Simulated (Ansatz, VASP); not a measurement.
One calculation of Te, two programs

File INCAR:

```
ALGO = Normal ; EDIFF = 1E-6
ENCUT = 520 ; GGA = PE
GGA_COMPAT = False ; ISIF = 2
ISMEAR = -1 ; LASPH = True
LCHARG = False ; LORBIT = 11
LORBMOM = True ; LREAL = False
LSORBIT = True ; LWAVE = False
MAGMOM = 0 0 0 ; NBANDS = 17
NELM = 150 ; PREC = Accurate
SIGMA = 0.1
```

Contents of KPOINTS:

```
k-points
0
Gamma
  12 12 12
```

File POSCAR:

```
Te
1.0
   -1.9247105964      1.9247105964      1.9247105964
    1.9247105964     -1.9247105964      1.9247105964
    1.9247105964      1.9247105964     -1.9247105964
Te
1
Direct
    0.0000000000      0.0000000000      0.0000000000
```

Input for Ansatz:

```yaml
crystal:
  lattice:
    - [-1.9247105964, 1.9247105964, 1.9247105964]
    - [1.9247105964, -1.9247105964, 1.9247105964]
    - [1.9247105964, 1.9247105964, -1.9247105964]
  atoms:
    - { symbol: Te, position: [0.0, 0.0, 0.0] }
hamiltonian:
  xc: pbe
  pseudopotentials:
    kind: paw_fr
    azcp:
      Te: "pseudopotentials/Te.paw.azcp"
basis:
  ecutwfc: 420
  fft_grid_basis: typed
kpoints:
  mp_grid: { grid: [12, 12, 12], shift: [0, 0, 0] }
magnetization:
  noncollinear: true
  spin_orbit: true
scf:
  occupations: { method: fermi_dirac, width: 0.1 }
```

Alike in both runs: task single point; functional PBE; k mesh 12 × 12 × 12; occupations fermi-dirac, width 0.1 eV; non-collinear spin, spin-orbit coupling.

|  | VASP | Ansatz |
| --- | --- | --- |
| version | VASP 6.6.1 | Ansatz 0.2.0 |
| potentials or method | VASP PAW PBE potentials, release 64 (Te), cutoff 520 eV | plane waves (420 eV) with PAW, fully relativistic with spin-orbit coupling |
| valence electrons in the cell | 6 | 16 |

|  | VASP | Ansatz | Ansatz less VASP |
| --- | --- | --- | --- |
| net moment per atom (μB) | 0.00 | 0.00 | 0.000 |

With one functional, cell and mesh, what is left measures potentials, basis and numerics. VASP's potentials hold 6 valence electrons a cell and Ansatz's 16, so a difference there can come from the potentials and not from the codes.
